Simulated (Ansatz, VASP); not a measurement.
Mg5ZnO6 in VASP and in Ansatz

INCAR

```
SYSTEM = Mg5ZnO6
PREC = Accurate
ENCUT = 600
EDIFF = 1E-6
ISMEAR = 0
SIGMA = 0.1
LREAL = .False.
LASPH = .True.
NELM = 80
ALGO = Normal
ISIF = 3
LWAVE = .False.
LCHARG = .False.
GGA = PE
IBRION = 2
NSW = 80
EDIFFG = -0.025
```

Contents of KPOINTS:

```
regular mesh
0
Gamma
  6 6 1
  0 0 0
```

Contents of POSCAR:

```
Mg5ZnO6
1.0
    3.0000253289      0.0653692224     -0.0045807936
   -1.4434013080      2.6725403778     -0.0033215521
   -0.0224083334     -0.0316994639     14.7893543481
Mg Zn O
5 1 6
Direct
    0.3503760197      0.6804346249      0.8287273847
    0.6693443687      0.2808450481      0.1727342165
    0.3575202125      0.7409560822      0.3294231812
    0.0163865734      0.0178285374      0.5045893193
    0.6474550056      0.3652007479      0.6712454645
   -0.0577920545     -0.0085567995      0.0025100270
    0.7012566886      0.3089940451      0.9047876479
    0.2787062234      0.6217905526      0.0937998821
   -0.0145201860      0.0323441564      0.2430689438
    0.7037180339      0.3778009829      0.4175065482
    0.3400371837      0.6219738012      0.5899208908
    0.0075119309     -0.0396117792      0.7416864941
```

Input for Ansatz:

```yaml
crystal:
  lattice:
    - [3.0000253289, 0.0653692224, -0.0045807936]
    - [-1.443401308, 2.6725403778, -0.0033215521]
    - [-0.0224083334, -0.0316994639, 14.7893543481]
  atoms:
    - { symbol: Mg, position: [0.3503760197, 0.6804346249, 0.8287273847] }
    - { symbol: Mg, position: [0.6693443687, 0.2808450481, 0.1727342165] }
    - { symbol: Mg, position: [0.3575202125, 0.7409560822, 0.3294231812] }
    - { symbol: Mg, position: [0.0163865734, 0.0178285374, 0.5045893193] }
    - { symbol: Mg, position: [0.6474550056, 0.3652007479, 0.6712454645] }
    - { symbol: Zn, position: [-0.0577920545, -0.0085567995, 0.002510027] }
    - { symbol: O, position: [0.7012566886, 0.3089940451, 0.9047876479] }
    - { symbol: O, position: [0.2787062234, 0.6217905526, 0.0937998821] }
    - { symbol: O, position: [-0.014520186, 0.0323441564, 0.2430689438] }
    - { symbol: O, position: [0.7037180339, 0.3778009829, 0.4175065482] }
    - { symbol: O, position: [0.3400371837, 0.6219738012, 0.5899208908] }
    - { symbol: O, position: [0.0075119309, -0.0396117792, 0.7416864941] }
basis:
  ecutwfc: 420
kpoints:
  mp_grid: { grid: [6, 6, 1] }
hamiltonian:
  xc: pbe
scf:
  occupations: { method: gaussian, width: 0.1 }
  lower_state_search: "off"
output:
  forces: true
  stress: true
  eigenvalues: true
relax:
  adjacent_minimum: "off"
  f_tol: 0.025
  max_steps: 60
  cell: { stress_tol: 0.25 }
```

Change from the starting cell: cell x1, atoms moved at random (sigma 0.1 Å) and cell strained at random (1.5 %), then relaxed without symmetry.

Alike in both runs: task relaxation of cell and atoms; functional PBE; k mesh 6 × 6 × 1; occupations gaussian, width 0.1 eV; no spin polarisation.

```csv
,VASP,Ansatz
version,VASP 6.6.1,Ansatz 0.2.0
potentials or method,"VASP PAW PBE potentials, release 64 (Mg, Zn, O), cutoff 600 eV","scalar-relativistic, plane waves, PAW"
valence electrons in the cell,58,98
```

```tsv
	VASP	Ansatz	Ansatz less VASP
gap on the k mesh at the Fermi level, each at its own relaxed structure (eV)	3.31	3.30	-0.003
relaxed volume (Å³/atom)	9.67	9.71	+0.046
relaxed length of the cell vector where the two differ most in proportion (Å)	3.014	3.019	+0.0050
```

VASP's potentials hold 58 valence electrons a cell and Ansatz's 98, so a difference there can come from the potentials and not from the codes.

The k mesh is coarse, so the values compare programs but aren't converged.
